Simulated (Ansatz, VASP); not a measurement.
## Two plane-wave programs on ScAl3

```xyz
16
Lattice="-4.0703 4.0703 4.0703 4.0703 -4.0703 4.0703 4.0703 4.0703 -4.0703" Properties=species:S:1:pos:R:3 pbc="T T T"
Sc    0.0000    0.0000    4.0703
Sc    0.0000    0.0000    0.0000
Sc    4.0703    0.0000    0.0000
Sc    0.0000    4.0703    0.0000
Al    2.0352    2.0352    4.0703
Al    2.0352    2.0352    0.0000
Al    2.0352   -2.0352    4.0703
Al   -2.0352    2.0352    4.0703
Al    2.0352    4.0703    2.0352
Al    2.0352    4.0703   -2.0352
Al    2.0352    0.0000    2.0352
Al   -2.0352    4.0703    2.0352
Al    0.0000    2.0352    2.0352
Al    4.0703   -2.0352    2.0352
Al    4.0703    2.0352   -2.0352
Al    4.0703    2.0352    2.0352
```

Alike in both runs: task relaxation of cell and atoms; functional PBEsol; k mesh 6 × 6 × 6; occupations gaussian, width 0.1 eV; no spin polarisation.

```csv
,VASP,Ansatz
version,VASP 6.6.1,Ansatz 0.2.0
potentials or method,"VASP PAW PBE potentials, release 64 (Sc_sv, Al), cutoff 600 eV","scalar-relativistic, plane waves, PAW"
valence electrons in the cell,80,80
```

```csv
,VASP,Ansatz,Ansatz less VASP
"gap on the k mesh at the Fermi level, each at its own relaxed structure (eV)",none,none,-
relaxed volume (Å³/atom),16.93,16.86,-0.070
relaxed length of the cell vector where the two differ most in proportion (Å),7.060,7.050,-0.0097
```

VASP's potentials were made for PBE, not for PBEsol. A gap of «none» marks a metal or a gap that the smearing closes.
